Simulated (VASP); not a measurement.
Here is a VASP 6.6.1 calculation.

The input INCAR:

```
PREC = Accurate
ENCUT = 520
EDIFF = 1E-7
ISMEAR = 0
SIGMA = 0.1
LREAL = False
LASPH = True
NELM = 60
ALGO = Normal
ISIF = 2
LWAVE = False
LCHARG = False
LDIPOL = True
IDIPOL = 3
DIPOL = 0.5 0.5 0.325
GGA = CA
NBANDS = 34
```

The input KPOINTS:

```
Automatic mesh
0
Gamma
  9 7 1
```

Contents of POSCAR:

```
Nb4H
1.0
    2.9270177669      0.0000000000      0.0000000000
    0.0000000000      4.1394282232      0.0000000000
    0.0000000000      0.0000000000     21.2576690685
Nb H
4 1
Direct
    0.5000000000      0.5000000000      0.1881673850
    0.0000000000      0.0000000000      0.2570135449
    0.5000000000      0.5000000000      0.3306382692
    0.0000000000      0.0000000000      0.3884559987
    0.0000000000      0.0000000000      0.4594891866
```

Potentials or basis: VASP PAW LDA potentials, release 64 (Nb_sv, H).

The run is started by

```sh
$ cat potpaw_LDA.64/Nb_sv/POTCAR potpaw_LDA.64/H/POTCAR > POTCAR
$ mpirun -np 1 vasp_std > vasp.out
```

Task: Estimate the largest force.

Result: 5.105 eV/Å.

Forces in eV/Å, atoms in the order of the input:
```
Nb   0.000  0.000  1.311
Nb   0.000  0.000 -1.298
Nb   0.000  0.000 -0.227
Nb   0.000  0.000 -4.891
H    0.000  0.000  5.105
```
